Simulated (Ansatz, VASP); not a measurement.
**TiO2 in VASP and in Ansatz**

```
Ti O
1.0
     3.79657    0.00000    0.00000
     0.00000    3.79657    0.00000
     0.00000    0.00000    9.80717
Ti O
4 8
Direct
  0.00000 0.00000 0.00000
  0.00000 0.50000 0.25000
  0.50000 0.50000 0.50000
  0.50000 0.00000 0.75000
  0.00000 0.50000 0.45441
  0.00000 0.00000 0.20441
  0.00000 0.50000 0.04559
  0.50000 0.50000 0.29559
  0.50000 0.00000 0.95441
  0.50000 0.50000 0.70441
  0.50000 0.00000 0.54559
  0.00000 0.00000 0.79559
```

Change from the starting cell: strain along c alone, the other axes held, atoms relaxed: +1.5 %.

Alike in both runs: functional r2SCAN; k mesh 6 × 6 × 4; occupations gaussian, width 0.02 eV; no spin polarisation; Hubbard terms Ti d U = 4.0 eV.

Ansatz relaxed the structure, and its values are those at the end. VASP's run is a single point on that final structure, the one shown.

|  | VASP | Ansatz |
| --- | --- | --- |
| version | VASP 6.6.1 | Ansatz 0.2.0 |
| potentials or method | VASP PAW PBE potentials, release 64 (Ti_sv, O), cutoff 520 eV | scalar-relativistic, plane waves, PAW |
| valence electrons in the cell | 96 | 96 |

```csv
,VASP,Ansatz,Ansatz less VASP
gap on the k mesh at the Fermi level (eV),3.28,3.19,-0.085
least direct gap on the mesh (eV),3.30,3.22,-0.080
pressure (GPa),2.3,-2.5,-4.78
rms of the force components (eV/Å),0.074,0.002,-0.0722
```

VASP's potentials were made for PBE, not for r2SCAN. The programs project onto different local orbitals, so the same U acts differently, and such runs can settle in different states. Ansatz's warnings: stress scf threshold loose.
